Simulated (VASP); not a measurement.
# ScAl3 (Pm-3m) in VASP: further runs

Aim: see how the results for ScAl3 move with the level of theory and the settings. Levels: revPBE+D3(BJ), BLYP+D4, revPBE+D4. Tasks: single point.

All numbers are computed with VASP 6.6.1; they aren't measurements. Logs are shortened: lines on timing, memory, paths and dates and some standing lists are left out, and cuts for length are marked.

## 1. The cell of the first run

The structure is cubic, space group Pm-3m (No. 221). The conventional cell has a = 4.023 Å, b = 4.023 Å, c = 4.023 Å, α = 90.00°, β = 90.00°, γ = 90.00°. Within 3.7 Å of Sc (site symmetry m-3m) lie 12 Al at 2.84 Å. Within 3.7 Å of Al (site symmetry 4/mmm) lie 4 Sc at 2.84 Å and 8 Al at 2.84 Å.

## 2. Single point, revPBE+D3(BJ)

Contents of INCAR:

```
PREC = Accurate
ENCUT = 520
EDIFF = 1E-6
ISMEAR = -1
SIGMA = 0.05
LREAL = False
LASPH = True
NELM = 60
ALGO = Fast
ISIF = 2
LWAVE = False
LCHARG = False
GGA = RE
IVDW = 12
NBANDS = 18
```

Contents of KPOINTS:

```
Automatic mesh
0
Gamma
  7 7 7
```

Contents of POSCAR:

```
ScAl3
1.0
    4.0228452899      0.0000000000      0.0000000000
    0.0000000000      4.0228452899      0.0000000000
    0.0000000000      0.0000000000      4.0228452899
Sc Al
1 3
Direct
    0.0000000000      0.0000000000      0.0000000000
    0.5000000000      0.5000000000      0.0000000000
    0.0000000000      0.5000000000      0.5000000000
    0.5000000000      0.0000000000      0.5000000000
```

Potentials or basis: VASP PAW PBE potentials, release 64 (Sc_sv, Al).

Launch:

```console
$ cat potpaw_PBE.64/Sc_sv/POTCAR potpaw_PBE.64/Al/POTCAR > POTCAR
$ mpirun -np 1 vasp_std > vasp.out
```

OUTCAR:

```text
PREC = Accurate
   ENCUT = 520
   EDIFF = 1E-6
   ISMEAR = -1
   LREAL = False
   LASPH = True
   NELM = 60
   ISIF = 2
   GGA = RE
   IVDW = 12
 IVDW          = 12

 ion  position               nearest neighbor table
   1  0.000  0.000  0.000-   2 2.84   3 2.84   4 2.84   3 2.84   4 2.84   2 2.84   3 2.84   3 2.84
                             2 2.84   4 2.84   4 2.84   2 2.84
   2  0.500  0.500  0.000-   1 2.84   3 2.84   4 2.84   3 2.84   4 2.84   1 2.84   4 2.84   4 2.84
                             1 2.84   3 2.84   3 2.84   1 2.84
   3  0.000  0.500  0.500-   1 2.84   2 2.84   4 2.84   1 2.84   2 2.84   1 2.84   4 2.84   1 2.84
                             2 2.84   4 2.84   2 2.84   4 2.84
   4  0.500  0.000  0.500-   1 2.84   2 2.84   3 2.84   1 2.84   2 2.84   2 2.84   3 2.84   2 2.84
                             1 2.84   3 2.84   1 2.84   3 2.84

  LATTYP: Found a simple cubic cell.
 ALAT       =     4.0228452899

  Lattice vectors:

 A1 = (   4.0228452899,   0.0000000000,   0.0000000000)
 A2 = (   0.0000000000,   4.0228452899,   0.0000000000)
 A3 = (   0.0000000000,   0.0000000000,   4.0228452899)

Analysis of symmetry for initial positions (statically):
=====================================================================
 Subroutine PRICEL returns:
 Original cell was already a primitive cell.

 Routine SETGRP: Setting up the symmetry group for a
 simple cubic supercell.

 Subroutine GETGRP returns: Found 48 space group operations
 (whereof 48 operations were pure point group operations)
 out of a pool of 48 trial point group operations.

The static configuration has the point symmetry O_h .

Analysis of symmetry for dynamics (positions and initial velocities):
=====================================================================
 Subroutine PRICEL returns:
 Original cell was already a primitive cell.

 Routine SETGRP: Setting up the symmetry group for a
 simple cubic supercell.

 Subroutine GETGRP returns: Found 48 space group operations
 (whereof 48 operations were pure point group operations)
 out of a pool of 48 trial point group operations.

The dynamic configuration has the point symmetry O_h .

 Subroutine INISYM returns: Found 48 space group operations
 (whereof 48 operations are pure point group operations),
 and found     1 'primitive' translations

----------------------------------------------------------------------------------------

                                     Primitive cell

  volume of cell :      65.1028

  direct lattice vectors                    reciprocal lattice vectors
     4.022845290  0.000000000  0.000000000     0.248580278  0.000000000  0.000000000
     0.000000000  4.022845290  0.000000000     0.000000000  0.248580278  0.000000000
     0.000000000  0.000000000  4.022845290     0.000000000  0.000000000  0.248580278

  length of vectors
     4.022845290  4.022845290  4.022845290     0.248580278  0.248580278  0.248580278

  position of ions in fractional coordinates (direct lattice)
     0.000000000  0.000000000  0.000000000
     0.500000000  0.500000000  0.000000000
     0.000000000  0.500000000  0.500000000
     0.500000000  0.000000000  0.500000000

  ion indices of the primitive-cell ions
   primitive index   ion index
                 1           1
                 2           2
                 3           3
                 4           4

----------------------------------------------------------------------------------------

 KPOINTS: Automatic mesh

Automatic generation of k-mesh.
 Grid dimensions read from file:
 generate k-points for:    7    7    7

 Generating k-lattice:

  Cartesian coordinates                     Fractional coordinates (reciprocal lattice)
     0.035511468  0.000000000  0.000000000     0.142857143  0.000000000  0.000000000
     0.000000000  0.035511468  0.000000000     0.000000000  0.142857143  0.000000000
     0.000000000  0.000000000  0.035511468     0.000000000  0.000000000  0.142857143

  Length of vectors
     0.035511468  0.035511468  0.035511468

  Shift w.r.t. Gamma in fractional coordinates (k-lattice)
     0.000000000  0.000000000  0.000000000

 Subroutine IBZKPT returns following result:
 ===========================================

 Found     20 irreducible k-points:

 Following reciprocal coordinates:
            Coordinates               Weight
  0.000000  0.000000  0.000000      1.000000
  0.142857  0.000000  0.000000      6.000000
  0.285714  0.000000  0.000000      6.000000
  0.428571  0.000000  0.000000      6.000000
  0.142857  0.142857  0.000000     12.000000
  0.285714  0.142857  0.000000     24.000000
[... 12 lines left out ...]
  0.428571  0.428571  0.285714     24.000000
  0.428571  0.428571  0.428571      8.000000
   k-points           NKPTS =     20   k-points in BZ     NKDIM =     20   number of bands    NBANDS=     18
   number of dos      NEDOS =    301   number of ions     NIONS =      4
   total plane-waves  NPLWV =  27000
   dimension x,y,z NGX =    30 NGY =   30 NGZ =   30
   dimension x,y,z NGXF=    60 NGYF=   60 NGZF=   60
   ions per type =               1   3
   NGX,Y,Z   is equivalent  to a cutoff of  12.40, 12.40, 12.40 a.u.
   NGXF,Y,Z  is equivalent  to a cutoff of  24.80, 24.80, 24.80 a.u.
 SYSTEM =  unknown system
   PREC   = accura    normal or accurate (medium, high low for compatibility)
   ISTART =      0    job   : 0-new  1-cont  2-samecut
   ICHARG =      2    charge: 1-file 2-atom 10-const
   ISPIN  =      1    spin polarized calculation?
   LNONCOLLINEAR =      F non collinear calculations
   LSORBIT =      F    spin-orbit coupling
   LASPH  =      T    aspherical Exc in radial PAW
   ENCUT  =  520.0 eV  38.22 Ry    6.18 a.u.   7.48  7.48  7.48*2*pi/ulx,y,z
   NELM   =     60;   NELMIN=  2; NELMDL= -5     # of ELM steps
   EDIFF  = 0.1E-05   stopping-criterion for ELM
   LREAL  =      F    real-space projection
   EDIFFG = 0.1E-04   stopping-criterion for IOM
   NSW    =      0    number of steps for IOM
   IBRION =     -1    ionic relax: 0-MD 1-quasi-New 2-CG
   NFREE  =      0    steps in history (QN), initial steepest desc. (CG)
   ISIF   =      2    stress and relaxation
   ISYM   =      2    0-nonsym 1-usesym 2-fastsym
   POTIM  = 0.5000    time-step for ionic-motion
   TEBEG  =    0.0;   TEEND  =   0.0 temperature during run
   PSTRESS=    0.0 pullay stress
   NELECT =      20.0000    total number of electrons
   NUPDOWN=      -1.0000    fix difference up-down
   EMIN   =  10.00;   EMAX   =-10.00  energy-range for DOS
   EFERMI =   0.00;   METHOD = LEGACY
   ISMEAR =    -1;   SIGMA  =   0.05  broadening in eV -4-tet -1-fermi 0-gaus
   EFERMI_NEDOS =   21; number of points for ismear=-14 and -15
   IALGO  =     68    algorithm
   IMIX   =      4    mixing-type and parameters
     AMIX     =   0.40;   BMIX     =  1.00
     AMIX_MAG =   1.60;   BMIX_MAG =  1.00
  volume/ion in A,a.u.               =      16.28       109.83
  Fermi-wavevector in a.u.,A,eV,Ry     =   1.104633  2.087454 16.602032  1.220215
  Thomas-Fermi vector in A             =   2.241109
   LORBIT       =      0    0 simple, 1 ext, 2 COOP (PROOUT), +10 PAW based schemes
   GGA     = RE    functional components
   LHFCALC =     F    Hartree Fock is set to
   AEXX    =    0.0000 exact exchange contribution
   IVDW    =    12    specifies the selected vdW correction
   LEPSILON=     F    determine dielectric tensor
   LRPA    =     F    only Hartree local field effects (RPA)
 non-spin polarized calculation
 RMM-DIIS sequential band-by-band and
  energy-cutoff  :      520.00
  volume of cell :       65.10
 maximum number of plane-waves:      1775
 NGX is ok and might be reduce to    30
   NGX = 15   NGY = 15   NGZ = 15

 number of electron      20.0000005 magnetization

 Free energy of the ion-electron system (eV)
  ---------------------------------------------------
  ext. energy  EPLUGINS =         0.00000000
  ---------------------------------------------------
  free energy    TOTEN  =       -18.30351838 eV

  energy without entropy =      -18.29087649  energy(sigma->0) =      -18.29719744

 E-fermi :   7.6864     XC(G=0): -10.5488

 val. band max:        7.6206984845   @ k =   0.4286   0.4286   0.1429
 cond. band min:       7.6952848333   @ k =   0.2857   0.0000   0.0000
 fundamental gap:      0.0745863488
 Fermi energy:         7.6864195976

 k-point     1 :       0.0000    0.0000    0.0000
  band No.  band energies     occupation
      1     -41.1224      2.00000
      2     -19.7954      2.00000
      3     -19.7954      2.00000
      4     -19.7954      2.00000
      5      -2.4922      2.00000
      6       5.1180      2.00000
[... 10 lines left out ...]
     17      13.3434      0.00000
     18      13.3434      0.00000

 k-point     2 :       0.1429    0.0000    0.0000
  band No.  band energies     occupation
      1     -41.1221      2.00000
      2     -19.8031      2.00000
      3     -19.7949      2.00000
      4     -19.7949      2.00000
      5      -2.2970      2.00000
      6       3.8359      2.00000
[... 10 lines left out ...]
     17      13.4275      0.00000
     18      13.4284      0.00000

 k-point     3 :       0.2857    0.0000    0.0000
  band No.  band energies     occupation
      1     -41.1213      2.00000
      2     -19.8202      2.00000
      3     -19.7936      2.00000
      4     -19.7936      2.00000
      5      -1.7254      2.00000
      6       2.1470      2.00000
[... 10 lines left out ...]
     17      12.7877      0.00000
     18      14.0982      0.00000

 k-point     4 :       0.4286    0.0000    0.0000
  band No.  band energies     occupation
      1     -41.1208      2.00000
      2     -19.8338      2.00000
      3     -19.7925      2.00000
      4     -19.7925      2.00000
      5      -0.8539      2.00000
      6       0.6780      2.00000
[... 10 lines left out ...]
     17      12.1227      0.00000
     18      13.4961      0.00000

 k-point     5 :       0.1429    0.1429    0.0000
  band No.  band energies     occupation
      1     -41.1217      2.00000
      2     -19.8028      2.00000
      3     -19.8020      2.00000
      4     -19.7943      2.00000
      5      -2.1044      2.00000
      6       3.8330      2.00000
[... 10 lines left out ...]
     17      13.5812      0.00000
     18      13.6848      0.00000

 k-point     6 :       0.2857    0.1429    0.0000
  band No.  band energies     occupation
      1     -41.1210      2.00000
      2     -19.8193      2.00000
      3     -19.8008      2.00000
      4     -19.7930      2.00000
      5      -1.5410      2.00000
      6       2.3061      2.00000
[... 10 lines left out ...]
     17      12.5529      0.00000
     18      14.0669      0.00000

 k-point     7 :       0.4286    0.1429    0.0000
  band No.  band energies     occupation
      1     -41.1205      2.00000
      2     -19.8327      2.00000
      3     -19.7996      2.00000
      4     -19.7919      2.00000
      5      -0.6875      2.00000
      6       0.8600      2.00000
[... 10 lines left out ...]
     17      12.3697      0.00000
     18      13.9288      0.00000

 k-point     8 :       0.2857    0.2857    0.0000
  band No.  band energies     occupation
      1     -41.1204      2.00000
      2     -19.8179      2.00000
      3     -19.8166      2.00000
      4     -19.7917      2.00000
      5      -1.0033      2.00000
      6       2.7212      2.00000
[... 10 lines left out ...]
     17      12.6411      0.00000
     18      13.8740      0.00000
[... 145 lines left out ...]
     17      13.1312      0.00000
     18      13.7831      0.00000

 k-point    16 :       0.4286    0.4286    0.1429
  band No.  band energies     occupation
      1     -41.1190      2.00000
      2     -19.8275      2.00000
      3     -19.8273      2.00000
      4     -19.7963      2.00000
      5       0.6526      2.00000
      6       2.2540      2.00000
[... 10 lines left out ...]
     17      12.3505      0.00000
     18      14.1528      0.00000

 k-point    17 :       0.2857    0.2857    0.2857
  band No.  band energies     occupation
      1     -41.1194      2.00000
      2     -19.8157      2.00000
      3     -19.8138      2.00000
      4     -19.8138      2.00000
      5      -0.3157      2.00000
      6       3.1722      2.00000
[... 10 lines left out ...]
     17      13.5511      0.00000
     18      14.0809      0.00000

 k-point    18 :       0.4286    0.2857    0.2857
  band No.  band energies     occupation
      1     -41.1189      2.00000
      2     -19.8270      2.00000
      3     -19.8134      2.00000
      4     -19.8122      2.00000
      5       0.4370      2.00000
      6       2.0148      2.00000
[... 10 lines left out ...]
     17      13.0414      0.00000
     18      14.2843      0.00000

 k-point    19 :       0.4286    0.4286    0.2857
  band No.  band energies     occupation
      1     -41.1183      2.00000
      2     -19.8253      2.00000
      3     -19.8250      2.00000
      4     -19.8113      2.00000
      5       1.1416      2.00000
      6       2.5700      2.00000
[... 10 lines left out ...]
     17      12.2600      0.00000
     18      15.4656      0.00000

 k-point    20 :       0.4286    0.4286    0.4286
  band No.  band energies     occupation
      1     -41.1178      2.00000
      2     -19.8236      2.00000
      3     -19.8232      2.00000
      4     -19.8232      2.00000
      5       1.8848      2.00000
      6       2.9399      2.00000
[... 10 lines left out ...]
     17      12.1209      0.00000
     18      17.4987      0.00000

------------------------ aborting loop because EDIFF is reached ----------------------------------------

 Edisp (eV)   -3.00035

 E8    (eV) :    -2.1487

  FORCE on cell =-STRESS in cart. coord.  units (eV):
  Direction    XX          YY          ZZ          XY          YZ          ZX
  --------------------------------------------------------------------------------------
  -------------------------------------------------------------------------------------
  Total      -0.02262    -0.02262    -0.02262     0.00000     0.00000     0.00000
  in kB      -0.55657    -0.55657    -0.55657     0.00000     0.00000     0.00000
  external pressure =       -0.56 kB  Pullay stress =        0.00 kB

 VOLUME and BASIS-vectors are now :
 -----------------------------------------------------------------------------
  energy-cutoff  :      520.00
  volume of cell :       65.10
      direct lattice vectors                 reciprocal lattice vectors
     4.022845290  0.000000000  0.000000000     0.248580278  0.000000000  0.000000000
     0.000000000  4.022845290  0.000000000     0.000000000  0.248580278  0.000000000
     0.000000000  0.000000000  4.022845290     0.000000000  0.000000000  0.248580278

 POSITION                                       TOTAL-FORCE (eV/Angst)
 -----------------------------------------------------------------------------------
      0.00000      0.00000      0.00000         0.000000      0.000000      0.000000
      2.01142      2.01142      0.00000         0.000000      0.000000      0.000000
      0.00000      2.01142      2.01142         0.000000      0.000000      0.000000
      2.01142      0.00000      2.01142         0.000000      0.000000      0.000000
 -----------------------------------------------------------------------------------
    total drift:                                0.000000     -0.000000      0.000000

  FREE ENERGIE OF THE ION-ELECTRON SYSTEM (eV)
  ---------------------------------------------------
  free  energy   TOTEN  =       -21.3038660916 eV

  energy  without entropy=      -21.2912242051  energy(sigma->0) =      -21.29754515
```

Wall time 50 s (1 thread of Intel Xeon 8259CL, shared host); peak memory 0.18 GiB.

Results:

| Property | Result |
| --- | --- |
| Free energy | -21.3039 eV |
| Pressure | -0.1 GPa |
| Band gap on the k mesh | zero (band 10 reaches 8.80 eV, above the bottom of band 11 at 5.06 eV) |
| Dispersion energy per atom | -0.750 eV |

Levels at points of the mesh, in eV from the Fermi level:
```csv
k point,band 8,band 9,band 10,band 11,band 12,band 13
"(0.00, 0.00, 0.00)",-1.74,-1.74,-1.74,1.35,1.43,1.43
```

Caveat: the PAW data sets were made with another functional, which shifts forces and pressure a little; pairwise dispersion overbinds metals, which lowers pressure and volume.

## 3. Single point, BLYP+D4

This run uses another cell than the first one, of 16.61 Å³/atom, 1.020 times its volume.

Contents of INCAR:

```
PREC = Accurate ; ENCUT = 520
EDIFF = 1E-6 ; ISMEAR = -1
SIGMA = 0.05 ; LREAL = F
LASPH = T ; NELM = 100
ALGO = Normal ; ISIF = 2
LWAVE = F ; LCHARG = F
GGA = B5 ; ALDAX = 1.0
AGGAX = 1.0 ; AGGAC = 1.0
ALDAC = 0.0 ; IVDW = 13
VDW_S6 = 1.0 ; VDW_S8 = 2.34076671
VDW_A1 = 0.44488865 ; VDW_A2 = 4.0933009
NBANDS = 18
```

Contents of KPOINTS:

```
regular mesh
0
Gamma
  7 7 7
```

Contents of POSCAR:

```
ScAl3
1.0
    4.0498809505      0.0000000000      0.0000000000
    0.0000000000      4.0498809505      0.0000000000
    0.0000000000      0.0000000000      4.0498809505
Sc Al
1 3
Direct
    0.0000000000      0.0000000000      0.0000000000
    0.5000000000      0.5000000000      0.0000000000
    0.0000000000      0.5000000000      0.5000000000
    0.5000000000      0.0000000000      0.5000000000
```

Potentials or basis: VASP PAW PBE potentials, release 64 (Sc_sv, Al).

Launch:

```console
$ cat potpaw_PBE.64/Sc_sv/POTCAR potpaw_PBE.64/Al/POTCAR > POTCAR
$ mpirun -np 1 vasp_std > vasp.out
```

Run time: 52 s. Hardware: 1 thread of Intel Xeon 8259CL, shared host; peak memory 0.17 GiB.

Results (log left out):

```yaml
Free_energy: -17.8690 eV
Pressure: 0.1 GPa
Band_gap_on_the_k_mesh: zero (band 10 reaches 9.01 eV, above the bottom of band 11 at 5.33 eV)
Dispersion_energy_per_atom: -0.667 eV
```

Levels at points of the mesh, in eV from the Fermi level:
```csv
k point,band 8,band 9,band 10,band 11,band 12,band 13
"(0.00, 0.00, 0.00)",-1.71,-1.71,-1.71,1.35,1.35,1.35
```

Caveat: the PAW data sets were made with another functional, which shifts forces and pressure a little; pairwise dispersion overbinds metals, which lowers pressure and volume.

## 4. Single point, revPBE+D4

This run uses another cell than the first one, of 16.62 Å³/atom, 1.021 times its volume.

Contents of INCAR:

```
SYSTEM = ScAl3
  PREC = Accurate
  ENCUT = 520
  EDIFF = 1E-6
  ISMEAR = -1
  SIGMA = 0.05
  LREAL = .FALSE.
  LASPH = .TRUE.
  NELM = 60
  ALGO = Normal
  ISIF = 2
  LWAVE = .FALSE.
  LCHARG = .FALSE.
  GGA = RE
  IVDW = 13
  NBANDS = 18
```

Contents of KPOINTS:

```
regular mesh
0
G
  7 7 7
  0 0 0
```

Contents of POSCAR:

```
ScAl3
1.0
    4.0510229986      0.0000000000      0.0000000000
    0.0000000000      4.0510229986      0.0000000000
    0.0000000000      0.0000000000      4.0510229986
Sc Al
1 3
Direct
    0.0000000000      0.0000000000      0.0000000000
    0.5000000000      0.5000000000      0.0000000000
    0.0000000000      0.5000000000      0.5000000000
    0.5000000000      0.0000000000      0.5000000000
```

Launch:

```console
$ cat potpaw_PBE.64/Sc_sv/POTCAR potpaw_PBE.64/Al/POTCAR > POTCAR
$ mpirun -np 1 vasp_std > vasp.out
```

It took 34 s on 1 thread of Intel Xeon 8259CL, shared host; peak memory 0.17 GiB.

It converged, with:

```yaml
Free_energy: -20.6162 eV
Pressure: -0.1 GPa
Band_gap_on_the_k_mesh: zero (band 10 reaches 8.60 eV, above the bottom of band 11 at 4.89 eV)
Dispersion_energy_per_atom: -0.564 eV
```

Levels at points of the mesh, in eV from the Fermi level:
```csv
k point,band 8,band 9,band 10,band 11,band 12,band 13
"(0.00, 0.00, 0.00)",-1.74,-1.74,-1.74,1.34,1.41,1.41
```

Caveat: the PAW data sets were made with another functional, which shifts forces and pressure a little; pairwise dispersion overbinds metals, which lowers pressure and volume.

## 5. Summary

```csv
level,cell,gap on the mesh (eV),pressure (GPa)
revPBE+D3(BJ),"a = 4.023 Å, 4 atoms",none,-0.1
BLYP+D4,"a = 4.050 Å, 4 atoms",none,0.1
revPBE+D4,"a = 4.051 Å, 4 atoms",none,-0.1
```

Alike in all rows: task single point; potentials or basis VASP PAW PBE potentials, release 64 (Sc_sv, Al); no spin polarisation; k mesh 7 × 7 × 7; cutoff (eV) 520; smearing fermi-dirac 0.05 eV.

Caveats: the PAW data sets were made with another functional, which shifts forces and pressure a little; pairwise dispersion overbinds metals, which lowers pressure and volume.

Absolute energies hang on the potentials; compare differences alone.
